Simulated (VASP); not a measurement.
Runs of VASP 6.6.1 on SrTe. The structure is that of space group Fm-3m (No. 225), or close to it. The cells are those of the table. 

```csv
level,cell,cutoff (eV),gap on the mesh (eV),pressure (GPa)
PBE+D3(BJ),"a = 4.681 Å, angles 60.0°, 2 atoms",500,1.64,0.1
PBE+D3(BJ),"a = 4.743 Å, angles 60.0°, 2 atoms",500,(a),-1.2
r2SCAN,"a = 4.678 Å, angles 60.0°, 2 atoms",550,(b),1.7
PBE,"a = 4.575 Å, angles 60.0°, 2 atoms",500,1.44,4.8
r2SCAN,"a = 4.575 Å, angles 60.0°, 2 atoms",550,1.84,4.9
BLYP,"a = 4.644 Å, angles 60.0°, 2 atoms",500,1.72,4.8
r2SCAN,"a = 4.773 Å, angles 60.0°, 2 atoms",550,2.19,-0.6
r2SCAN,"a = 4.622 Å, angles 60.0°, 2 atoms",550,1.94,(c)
```

Alike in all rows: task single point; potentials or basis VASP PAW PBE potentials, release 64 (Sr_sv, Te); no spin polarisation; k mesh 6 × 6 × 6; smearing gaussian 0.05 eV.

Q: Estimate the missing entries.

A: (a) 1.75; (b) 2.04; (c) 3.3.

Caveats: spin-orbit coupling is left out, which moves the levels of the heavy elements; the PAW data sets were made with another functional, which shifts forces and pressure a little (at least some runs); the cell stands under pressure (at least some runs).

A k mesh can miss the band edges, and the runs leave out spin-orbit coupling on Sr, Te.
